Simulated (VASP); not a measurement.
Write the native input for VASP 6.6.1 that does the following.

| Property | Result |
| --- | --- |
| Task | single point |
| Functional | PBEsol |
| Potentials or basis | VASP PAW PBE potentials, release 64 (Al, Ru_pv) |
| Cutoff | 520 eV |
| k mesh | 16 × 16 × 16 |
| Occupations | gaussian, width 0.1 eV |
| Spin | no spin polarisation |
| Dipole correction | no |
| Further INCAR settings | ALGO = Fast; EDIFF = 1e-07; NBANDS = 26 |

The structure of Al3Ru2 lies in POSCAR:

```
Al3Ru2
1.0
   -1.4921043338      1.4921043338      6.8777482878
    1.4921043338     -1.4921043338      6.8777482878
    1.4921043338      1.4921043338     -6.8777482878
Al Ru
3 2
Direct
    0.0000000000      0.0000000000      0.0000000000
    0.8044129530      0.8044129530      0.0000000000
    0.1955870470      0.1955870470      0.0000000000
    0.6056181282      0.6056181282      0.0000000000
    0.3943818718      0.3943818718      0.0000000000
```

The input as run:

INCAR

```
SYSTEM = Al3Ru2
ALGO = Fast ; EDIFF = 1E-7
ENCUT = 520 ; GGA = PS
ISIF = 2 ; ISMEAR = 0
LASPH = .True. ; LCHARG = .False.
LREAL = .False. ; LWAVE = .False.
NBANDS = 26 ; NELM = 80
PREC = Accurate ; SIGMA = 0.1
```

KPOINTS

```
k-points
0
Gamma
  16 16 16
  0 0 0
```

Potentials or basis: VASP PAW PBE potentials, release 64 (Al, Ru_pv).

The run is started by

```sh
$ cat potpaw_PBE.64/Al/POTCAR potpaw_PBE.64/Ru_pv/POTCAR > POTCAR
$ mpirun -np 1 vasp_std > vasp.out
```

Results of the run:

```json
{
  "Pressure": "22.4 GPa",
  "Largest force": "0.006 eV/Å",
  "Band gap on the k mesh": "zero (an odd number of electrons rules out a gap without spin polarisation)"
}
```

Caveat: the cell stands under pressure; the PAW data sets were made with another functional, which shifts forces and pressure a little.

Wall time 41 min on 1 thread of Oxide Virtual Turin-like Processor, on a shared host, peak memory 0.7 GiB.
